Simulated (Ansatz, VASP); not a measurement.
# One calculation of Tl, two programs

File INCAR:

```
PREC = Accurate
ENCUT = 520
EDIFF = 1E-6
ISMEAR = -1
SIGMA = 0.08
LREAL = False
LASPH = True
NELM = 80
ALGO = Normal
ISIF = 2
LWAVE = False
LCHARG = True
GGA = PE
LELF = True
LVHAR = True
NBANDS = 12
```

Contents of KPOINTS:

```
regular mesh
0
Gamma
  13 13 13
```

The input POSCAR:

```
Tl
1.0
    3.1852071078      0.0000000000      0.0000000000
    0.0000000000      3.1852071078      0.0000000000
    0.0000000000      0.0000000000      3.1852071078
Tl
1
Direct
    0.0000000000      0.0000000000      0.0000000000
```

Input for Ansatz:

```yaml
crystal:
  lattice:
    - [3.1852071078, 0.0, 0.0]
    - [0.0, 3.1852071078, 0.0]
    - [0.0, 0.0, 3.1852071078]
  atoms:
    - { symbol: Tl, position: [0.0, 0.0, 0.0] }
kpoints:
  mp_grid: { grid: [13, 13, 13] }
scf:
  occupations: { method: fermi_dirac, width: 0.08 }
hamiltonian:
  xc: pbe
  pseudopotentials: { kind: all_electron, lapw: { basis_error: 0.00025 } }
output:
  forces: true
  stress: true
  eigenvalues: true
```

Change from the starting cell: volume scaled by 0.9405.

Alike in both runs: task single point; functional PBE; k mesh 13 × 13 × 13; occupations fermi-dirac, width 0.08 eV; no spin polarisation.

|  | VASP | Ansatz |
| --- | --- | --- |
| version | VASP 6.6.1 | Ansatz 0.2.0 |
| potentials or method | VASP PAW PBE potentials, release 64 (Tl_d), cutoff 520 eV | all-electron LAPW, scalar-relativistic |

|  | VASP | Ansatz | Ansatz less VASP |
| --- | --- | --- | --- |
| pressure (GPa) | 1.5 | 1.6 | +0.06 |

Ansatz ran all-electron here, and VASP with PAW potentials.

Spin-orbit coupling is off throughout.
